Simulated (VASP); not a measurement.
# Ti in VASP: further runs, part 2 of 2

VASP 6.6.1.

### 4 Single point, PBE (shear of c along a, cell held: +3.0 %, then relaxed in part)

INCAR

```
PREC = Accurate
ENCUT = 520
EDIFF = 1E-6
ISMEAR = 0
SIGMA = 0.1
LREAL = False
LASPH = True
NELM = 60
ALGO = Fast
ISIF = 2
LWAVE = False
LCHARG = False
GGA = PE
NBANDS = 19
```

KPOINTS

```
Automatic mesh
0
Gamma
  24 24 12
```

POSCAR

```
Ti
1.0
    2.9384580613      0.0000000000      0.0000000000
   -1.4692290307      2.5447793291      0.0000000000
    0.1395190204      0.0000000000      4.6506340141
Ti
2
Direct
    0.3333333333      0.6666666667      0.2500000000
    0.6666666666      0.3333333333      0.7500000000
```

Potentials or basis: VASP PAW PBE potentials, release 64 (Ti_sv).

Started as:

```sh
$ cat potpaw_PBE.64/Ti_sv/POTCAR > POTCAR
$ mpirun -np 1 vasp_std > vasp.out
```

OUTCAR:

```text
PREC = Accurate
   ENCUT = 520
   EDIFF = 1E-6
   ISMEAR = 0
   LREAL = False
   LASPH = True
   NELM = 60
   ISIF = 2
   GGA = PE

 ion  position               nearest neighbor table
   1  0.333  0.667  0.250-   2 2.84   2 2.84   2 2.88   2 2.88   2 2.91   2 2.91
   2  0.667  0.333  0.750-   1 2.84   1 2.84   1 2.88   1 2.88   1 2.91   1 2.91

  LATTYP: Found a base centered monoclinic cell.
 ALAT       =     2.9384580613
 B/A-ratio  =     1.7320508076
 C/A-ratio  =     1.5833904149
 COS(beta)  =    -0.0299865091

  Lattice vectors:

 A1 = (  -1.4692290307,   2.5447793291,   0.0000000000)
 A2 = (  -1.4692290306,  -2.5447793291,   0.0000000000)
 A3 = (   0.1395190204,   0.0000000000,   4.6506340141)

Analysis of symmetry for initial positions (statically):
=====================================================================
 Subroutine PRICEL returns:
 Original cell was already a primitive cell.

 Routine SETGRP: Setting up the symmetry group for a
 base centered monoclinic supercell.

 Subroutine GETGRP returns: Found  4 space group operations
 (whereof  2 operations were pure point group operations)
 out of a pool of  4 trial point group operations.

The static configuration has the point symmetry S_2 .
 The point group associated with its full space group is C_2h.

Analysis of symmetry for dynamics (positions and initial velocities):
=====================================================================
 Subroutine PRICEL returns:
 Original cell was already a primitive cell.

 Routine SETGRP: Setting up the symmetry group for a
 base centered monoclinic supercell.

 Subroutine GETGRP returns: Found  4 space group operations
 (whereof  2 operations were pure point group operations)
 out of a pool of  4 trial point group operations.

The dynamic configuration has the point symmetry S_2 .
 The point group associated with its full space group is C_2h.

 Subroutine INISYM returns: Found  4 space group operations
 (whereof  2 operations are pure point group operations),
 and found     1 'primitive' translations

----------------------------------------------------------------------------------------

                                     Primitive cell

  volume of cell :      34.7762

  direct lattice vectors                    reciprocal lattice vectors
     2.938458061  0.000000000  0.000000000     0.340314539  0.196480691 -0.010209436
    -1.469229031  2.544779329  0.000000000     0.000000000  0.392961381  0.000000000
     0.139519020  0.000000000  4.650634014     0.000000000  0.000000000  0.215024445

  length of vectors
     2.938458061  2.938458061  4.652726329     0.393093983  0.392961381  0.215024445

  position of ions in fractional coordinates (direct lattice)
     0.333333333  0.666666667  0.250000000
     0.666666667  0.333333333  0.750000000

  ion indices of the primitive-cell ions
   primitive index   ion index
                 1           1
                 2           2

----------------------------------------------------------------------------------------

 KPOINTS: Automatic mesh

Automatic generation of k-mesh.
 Grid dimensions read from file:
 generate k-points for:   24   24   12

 Generating k-lattice:

  Cartesian coordinates                     Fractional coordinates (reciprocal lattice)
     0.014179772  0.008186695 -0.000425393     0.041666667  0.000000000  0.000000000
     0.000000000  0.016373391  0.000000000     0.000000000  0.041666667  0.000000000
     0.000000000  0.000000000  0.017918704     0.000000000  0.000000000  0.083333333

  Length of vectors
     0.016378916  0.016373391  0.017918704

  Shift w.r.t. Gamma in fractional coordinates (k-lattice)
     0.000000000  0.000000000  0.000000000

 Subroutine IBZKPT returns following result:
 ===========================================

 Found   1814 irreducible k-points:

 Following reciprocal coordinates:
            Coordinates               Weight
  0.000000  0.000000  0.000000      1.000000
  0.041667 -0.000000  0.000000      4.000000
  0.083333 -0.000000 -0.000000      4.000000
  0.125000 -0.000000 -0.000000      4.000000
  0.166667 -0.000000  0.000000      4.000000
  0.208333  0.000000  0.000000      4.000000
[... 16 lines left out ...]
  0.375000  0.041667  0.000000      4.000000
  0.416667  0.041667  0.000000      4.000000
 [... further k-points ...]
   k-points           NKPTS =   1814   k-points in BZ     NKDIM =   1814   number of bands    NBANDS=     19
   number of dos      NEDOS =    301   number of ions     NIONS =      2
   total plane-waves  NPLWV =  20736
   dimension x,y,z NGX =    24 NGY =   24 NGZ =   36
   dimension x,y,z NGXF=    48 NGYF=   48 NGZF=   72
   ions per type =               2
   NGX,Y,Z   is equivalent  to a cutoff of  13.58, 13.58, 12.86 a.u.
   NGXF,Y,Z  is equivalent  to a cutoff of  27.16, 27.16, 25.73 a.u.
 SYSTEM =  unknown system
   PREC   = accura    normal or accurate (medium, high low for compatibility)
   ISTART =      0    job   : 0-new  1-cont  2-samecut
   ICHARG =      2    charge: 1-file 2-atom 10-const
   ISPIN  =      1    spin polarized calculation?
   LNONCOLLINEAR =      F non collinear calculations
   LSORBIT =      F    spin-orbit coupling
   LASPH  =      T    aspherical Exc in radial PAW
   ENCUT  =  520.0 eV  38.22 Ry    6.18 a.u.   5.46  5.46  8.65*2*pi/ulx,y,z
   NELM   =     60;   NELMIN=  2; NELMDL= -5     # of ELM steps
   EDIFF  = 0.1E-05   stopping-criterion for ELM
   LREAL  =      F    real-space projection
   EDIFFG = 0.1E-04   stopping-criterion for IOM
   NSW    =      0    number of steps for IOM
   IBRION =     -1    ionic relax: 0-MD 1-quasi-New 2-CG
   NFREE  =      0    steps in history (QN), initial steepest desc. (CG)
   ISIF   =      2    stress and relaxation
   ISYM   =      2    0-nonsym 1-usesym 2-fastsym
   POTIM  = 0.5000    time-step for ionic-motion
   TEBEG  =    0.0;   TEEND  =   0.0 temperature during run
   PSTRESS=    0.0 pullay stress
   NELECT =      24.0000    total number of electrons
   NUPDOWN=      -1.0000    fix difference up-down
   EMIN   =  10.00;   EMAX   =-10.00  energy-range for DOS
   EFERMI =   0.00;   METHOD = LEGACY
   ISMEAR =     0;   SIGMA  =   0.10  broadening in eV -4-tet -1-fermi 0-gaus
   EFERMI_NEDOS =   21; number of points for ismear=-14 and -15
   IALGO  =     68    algorithm
   IMIX   =      4    mixing-type and parameters
     AMIX     =   0.40;   BMIX     =  1.00
     AMIX_MAG =   1.60;   BMIX_MAG =  1.00
  volume/ion in A,a.u.               =      17.39       117.34
  Fermi-wavevector in a.u.,A,eV,Ry     =   1.446721  2.733905 28.476998  2.093000
  Thomas-Fermi vector in A             =   2.564757
   LORBIT       =      0    0 simple, 1 ext, 2 COOP (PROOUT), +10 PAW based schemes
   GGA     = PE    functional components
   LHFCALC =     F    Hartree Fock is set to
   AEXX    =    0.0000 exact exchange contribution
   IVDW    =     0    specifies the selected vdW correction
   LEPSILON=     F    determine dielectric tensor
   LRPA    =     F    only Hartree local field effects (RPA)
 non-spin polarized calculation
 RMM-DIIS sequential band-by-band and
 Gauss-broadening in eV      SIGMA  =   0.10
  energy-cutoff  :      520.00
  volume of cell :       34.78
 maximum number of plane-waves:       961
 NGX is ok and might be reduce to    24
   NGX = 11   NGY = 11   NGZ = 17

 number of electron      24.0000000 magnetization

 Free energy of the ion-electron system (eV)
  ---------------------------------------------------
  ext. energy  EPLUGINS =         0.00000000
  ---------------------------------------------------
  free energy    TOTEN  =       -15.67295651 eV

  energy without entropy =      -15.66313905  energy(sigma->0) =      -15.66804778

 E-fermi :   8.3287     XC(G=0): -11.4921

 val. band max:        8.3267971395   @ k =   0.0417   0.0417   0.5000
 cond. band min:       8.3291839752   @ k =  -0.0417   0.1667   0.4167
 fundamental gap:      0.0023868356
 Fermi energy:         8.3287217307

 k-point     1 :       0.0000    0.0000    0.0000
  band No.  band energies     occupation
      1     -48.5391      2.00000
      2     -48.4021      2.00000
      3     -25.1274      2.00000
      4     -24.4856      2.00000
      5     -24.4843      2.00000
      6     -24.4224      2.00000
[... 11 lines left out ...]
     18       9.9630      0.00000
     19      11.4664      0.00000
[... 485 lines left out ...]
 k-point    24 :       0.4167    0.0417    0.0000
  band No.  band energies     occupation
      1     -48.4274      2.00000
      2     -48.3772      2.00000
      3     -24.9347      2.00000
      4     -24.8427      2.00000
      5     -24.8101      2.00000
      6     -24.6257      2.00000
[... 11 lines left out ...]
     18      11.8683      0.00000
     19      12.1924      0.00000

 [... further k-points ...]
[... 5 lines left out ...]
  --------------------------------------------------------------------------------------
  -------------------------------------------------------------------------------------
  Total       -0.1281552     -0.1409079     -0.1361357      0.0000000      0.0000000     -0.2806126
  in kB       -5.9042541     -6.4917842     -6.2719265      0.0000000      0.0000000    -12.9281368
  external PRESSURE =      -6.2226549 kB  Pullay stress =       0.0000000 kB

 VOLUME and BASIS-vectors are now :
 -----------------------------------------------------------------------------
  energy-cutoff  :      520.00
  volume of cell :       34.78
      direct lattice vectors                 reciprocal lattice vectors
     2.938458061  0.000000000  0.000000000     0.340314539  0.196480691 -0.010209436
    -1.469229031  2.544779329  0.000000000     0.000000000  0.392961381  0.000000000
     0.139519020  0.000000000  4.650634014     0.000000000  0.000000000  0.215024445

 POSITION                                       TOTAL-FORCE (eV/Angst)
 -----------------------------------------------------------------------------------
      0.03488      1.69652      1.16266        -0.000000      0.001195      0.000000
      1.57387      0.84826      3.48798         0.000000     -0.001195     -0.000000
 -----------------------------------------------------------------------------------
    total drift:                                0.000000      0.000000      0.000000

  FREE ENERGIE OF THE ION-ELECTRON SYSTEM (eV)
  ---------------------------------------------------
  free  energy   TOTEN  =       -15.6729565073 eV

  energy  without entropy=      -15.6631390524  energy(sigma->0) =      -15.66804778
```

OSZICAR:

```text
N       E                     dE             d eps       ncg     rms          rms(c)
DAV:   1     0.263657893186E+03    0.26366E+03   -0.13072E+04 69068   0.157E+03
DAV:   2     0.126424945397E+02   -0.25102E+03   -0.24698E+03 70634   0.441E+02
DAV:   3    -0.164446147322E+02   -0.29087E+02   -0.28747E+02128909   0.123E+02
[... 28 lines left out ...]
RMM:  32    -0.156729530386E+02   -0.15560E-05   -0.19497E-05 82313   0.180E-02    0.348E-02
RMM:  33    -0.156729545260E+02   -0.14874E-05   -0.18089E-05 76093   0.159E-02    0.353E-02
RMM:  34    -0.156729552106E+02   -0.68462E-06   -0.12148E-05 80793   0.157E-02    0.338E-02
RMM:  35    -0.156729558695E+02   -0.65891E-06   -0.12086E-05 86378   0.153E-02    0.321E-02
RMM:  36    -0.156729565073E+02   -0.63780E-06   -0.84421E-06 72361   0.127E-02
   1 F= -.15672957E+02 E0= -.15668048E+02  d E =-.981745E-02
```

Run time: 37 min. Hardware: 1 thread of AMD EPYC 9R45 (Zen 5), shared host; peak memory 0.94 GiB.

Results:

* Free energy: -15.6730 eV
* Pressure: -0.6 GPa
* Band gap on the k mesh: zero (bands 12 and 13 overlap by 1.16 eV)

Caveat: the cell differs from its parent crystal (shear of c along a, cell held: +3.0 %, then relaxed in part).

### 5 Relaxation of shape and atoms at fixed volume, PBE (17.81 Å³/atom)

This run uses another cell than the first one, of 17.81 Å³/atom.

INCAR

```
SYSTEM = Ti
PREC = Accurate ; ENCUT = 600
EDIFF = 1E-6 ; ISMEAR = -1
SIGMA = 0.15 ; LREAL = .FALSE.
LASPH = .TRUE. ; NELM = 60
ALGO = Fast ; ISIF = 4
LWAVE = .FALSE. ; LCHARG = .FALSE.
GGA = PE ; IBRION = 2
NSW = 80 ; EDIFFG = -0.001
```

KPOINTS

```
regular mesh
0
G
  18 18 10
  0 0 0
```

POSCAR

```
Ti
1.0
    2.9599972444      0.0000000000      0.0000000000
   -1.4799986222      2.5634328088      0.0000000000
    0.0000000000      0.0000000000      4.6948980232
Ti
2
Direct
    0.3333333333      0.6666666667      0.2500000000
    0.6666666667      0.3333333333      0.7500000000
```

Started as:

```sh
$ cat potpaw_PBE.64/Ti_sv/POTCAR > POTCAR
$ mpirun -np 1 vasp_std > vasp.out
```

Run time: 4.1 min. Hardware: 1 thread of Intel Xeon 6975P-C (Granite Rapids), shared host; peak memory 0.26 GiB.

Results (log left out):

| Property | Result |
| --- | --- |
| Free energy | -15.7530 eV |
| Energy gained by relaxing | 0.0 meV/atom |
| Ionic steps | 7 |
| Pressure after relaxing | -2.3 GPa |
| Band gap on the k mesh | zero (bands 12 and 13 overlap by 1.09 eV) |

Final structure:
```
Ti
1.0
     2.96016    0.00000    0.00000
    -1.48008    2.56357    0.00000
     0.00000    0.00000    4.69439
Ti
2
Cartesian
  0.0000 1.7090 1.1736
  1.4801 0.8545 3.5208
```

Levels at points of the mesh, in eV from the Fermi level:
```
           k point  band 9  band 10  band 11  band 12  band 13  band 14  band 15  band 16
(0.00, 0.00, 0.00)   -6.11    -2.58     0.74     0.81     0.81     0.92     1.28     1.28
(0.50, 0.00, 0.00)   -2.27    -2.04    -1.73    -0.60     0.54     0.66     1.19     3.28
(0.00, 0.00, 0.50)   -4.29    -4.29     0.14     0.14     0.72     0.72     0.72     0.72
(0.50, 0.00, 0.50)   -2.43    -2.43    -0.74    -0.74     1.31     1.31     1.74     1.74
```

### 6 Summary

| task | cell | k mesh | cutoff (eV) | smearing | gap on the mesh (eV) | pressure (GPa) |
| --- | --- | --- | --- | --- | --- | --- |
| relaxation of cell and atoms | relaxed from a = 2.950, b = 2.950, c = 4.686 Å, angles 90.0, 90.0, 120.0°, 2 atoms, atomic positions A | 18 × 18 × 10 | 600 | gaussian 0.1 eV | none | 0.0 |
| single point | a = 2.938, b = 4.651, c = 5.090 Å, 4 atoms, atomic positions B | 14 × 10 × 8 | 520 | gaussian 0.1 eV | none | -0.6 |
| single point | a = 2.938, b = 2.938, c = 4.653 Å, angles 90.9, 88.3, 120.0°, 2 atoms, atomic positions A | 24 × 24 × 12 | 520 | gaussian 0.1 eV | none | -0.6 |
| relaxation of shape and atoms at fixed volume | relaxed from a = 2.960, b = 2.960, c = 4.695 Å, angles 90.0, 90.0, 120.0°, 2 atoms, atomic positions A | 18 × 18 × 10 | 600 | fermi-dirac 0.15 eV | none | -2.3 |

Alike in all rows: level PBE; potentials or basis VASP PAW PBE potentials, release 64 (Ti_sv); no spin polarisation.

Absolute energies hang on the potentials; compare differences alone.
